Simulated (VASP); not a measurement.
**AlP: single point with PBE**

Crystal: AlP.

```
Al P
1.0
     0.00000    2.73648    2.73648
     2.73648    0.00000    2.73648
     2.73648    2.73648    0.00000
Al P
1 1
Direct
  0.00000 0.00000 0.00000
  0.75000 0.75000 0.75000
```

```
Program             : VASP 6.6.1
Task                : single point
Functional          : PBE
Potentials or basis : VASP PAW PBE potentials, release 64 (Al, P)
Cutoff              : 500 eV
k mesh              : 1 × 1 × 1
Occupations         : gaussian, width 0.1 eV
Spin                : no spin polarisation
```

```json
{
  "Pressure": "30.5 GPa",
  "Band gap on the k mesh": "3.12 eV"
}
```

Levels at points of the mesh, in eV from the valence-band top:
```tsv
k point	band 1	band 2	band 3	band 4	band 5	band 6	band 7	band 8	band 9
(0.00, 0.00, 0.00)	-11.60	0.00	0.00	0.00	3.12	3.85	3.85	3.85	8.26
```

Run time: 2.7 s on 1 thread of Intel(R) Xeon(R) Platinum 8488C (Sapphire Rapids), with other jobs on the host, peak memory 0.14 GiB.

Caveat: the k points lie up to 1.99 Å⁻¹ apart. A k mesh can miss the band edges.
